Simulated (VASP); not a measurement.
A run of VASP 6.6.1 is set up as follows.

File INCAR:

```
SYSTEM = TiC
PREC = Accurate
ENCUT = 520
EDIFF = 1E-6
ISMEAR = 0
SIGMA = 0.15
LREAL = .FALSE.
LASPH = .TRUE.
NELM = 100
ALGO = Normal
ISIF = 2
LWAVE = .FALSE.
LCHARG = .TRUE.
GGA = PE
LELF = .TRUE.
LVHAR = .TRUE.
NBANDS = 15
```

KPOINTS

```
regular mesh
0
G
  18 18 18
  0 0 0
```

Contents of POSCAR:

```
TiC
1.0
    0.0000000000      2.2289200000      2.1315400000
    2.2289200000      0.0000000000      2.1315400000
    2.2289200000      2.2289200000      0.0000000000
Ti C
1 1
Direct
    0.0000000000      0.0000000000      0.0000000000
    0.5000000000      0.5000000000      0.5000000000
```

Potentials or basis: VASP PAW PBE potentials, release 64 (Ti_sv, C).

Launch:

```console
$ cat potpaw_PBE.64/Ti_sv/POTCAR potpaw_PBE.64/C/POTCAR > POTCAR
$ mpirun -np 1 vasp_std > vasp.out
```

Question: Predict the band gap on the k mesh.

Answer: Zero (band 8 reaches 9.82 eV, above the bottom of band 9 at 8.26 eV).

Question: What does it give for the pressure?

Answer: -8.3 GPa.

Stress tensor (GPa, compression positive):
```
-13.53   0.00   0.00
  0.00 -13.53   0.00
  0.00   0.00   2.18
```

Caveat: the cell differs from its parent crystal (strain +0.030 along x and y, -0.015 along z).
